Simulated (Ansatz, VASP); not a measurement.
**Two plane-wave programs on SrTiO3**

INCAR

```
PREC = Accurate
ENCUT = 520
EDIFF = 1E-7
ISMEAR = 0
SIGMA = 0.05
LREAL = F
LASPH = T
NELM = 100
ALGO = Normal
ISIF = 2
LWAVE = F
LCHARG = F
GGA = PE
NBANDS = 28
```

KPOINTS

```
Automatic mesh
0
Gamma
  8 8 8
```

File POSCAR:

```
SrTiO3
1.0
    3.9364035669      0.0000000000      0.0000000000
    0.0000000000      3.9364035669     -0.0787280713
    0.0000000000     -0.0787280713      3.9364035669
Sr Ti O
1 1 3
Direct
    0.0000000000      0.0000000000      0.0000000000
    0.5000000000      0.5000000000      0.5000000000
    0.0000000000      0.5000000000      0.5000000000
    0.5000000000      0.0000000000      0.5000000000
    0.5000000000      0.5000000000      0.0000000000
```

Input for Ansatz:

```yaml
crystal:
  lattice:
    - [3.9364035669, 0.0, 0.0]
    - [0.0, 3.9364035669, -0.0787280713]
    - [0.0, -0.0787280713, 3.9364035669]
  atoms:
    - { symbol: Sr, position: [0.0, 0.0, 0.0] }
    - { symbol: Ti, position: [0.5, 0.5, 0.5] }
    - { symbol: O, position: [0.0, 0.5, 0.5] }
    - { symbol: O, position: [0.5, 0.0, 0.5] }
    - { symbol: O, position: [0.5, 0.5, 0.0] }
basis:
  ecutwfc: 420
kpoints:
  mp_grid: { grid: [8, 8, 8] }
hamiltonian:
  xc: pbe
scf:
  occupations: { method: gaussian, width: 0.05 }
output:
  forces: true
  stress: true
  eigenvalues: true
```

Change from the starting cell: strain -0.0400 x Voigt [0, 0, 0, 1, 0, 0], atoms carried along.

Alike in both runs: task single point; functional PBE; k mesh 8 × 8 × 8; occupations gaussian, width 0.05 eV; no spin polarisation.

```csv
,VASP,Ansatz
version,VASP 6.6.1,Ansatz 0.2.0
potentials or method,"VASP PAW PBE potentials, release 64 (Sr_sv, Ti_sv, O), cutoff 520 eV","scalar-relativistic, plane waves, PAW"
valence electrons in the cell,40,40
```

VASP gave:

- gap on the k mesh at the Fermi level (eV): 1.72
- least direct gap on the mesh (eV): 1.99
- pressure (GPa): 0.7
- traceless stress, the component that is largest in VASP (GPa): 4.42

**Question.** Which values does Ansatz return?

**Answer.** gap on the k mesh at the Fermi level (eV): 1.75; least direct gap on the mesh (eV): 2.01; pressure (GPa): 0.1; traceless stress, the component that is largest in VASP (GPa): 4.41.
